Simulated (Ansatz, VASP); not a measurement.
One calculation of Al, two programs

```
Al
1.0
     0.00000    2.02500    2.02500
     2.02500    0.00000    2.02500
     2.02500    2.02500    0.00000
Al
1
Direct
  0.00000 0.00000 0.00000
```

Alike in both runs: task relaxation of cell and atoms; functional PBE; k mesh 24 × 24 × 24; occupations methfessel-paxton of order 1, width 0.4 eV; no spin polarisation.

|  | VASP | Ansatz |
| --- | --- | --- |
| version | VASP 6.6.1 | Ansatz 0.2.0 |
| potentials or method | VASP PAW PBE potentials, release 64 (Al) | scalar-relativistic, plane waves, PAW |
| plane-wave cutoff (eV) | 600 | 420 |
| valence electrons in the cell | 3 | 3 |

```tsv
	VASP	Ansatz	Ansatz less VASP
gap on the k mesh at the Fermi level, each at its own relaxed structure (eV)	none	none	-
relaxed volume (Å³/atom)	16.48	16.49	+0.010
relaxed cell length with the largest relative difference (Å)	2.856	2.857	+0.0006
```

A gap of «none» marks a metal or a gap that the smearing closes.
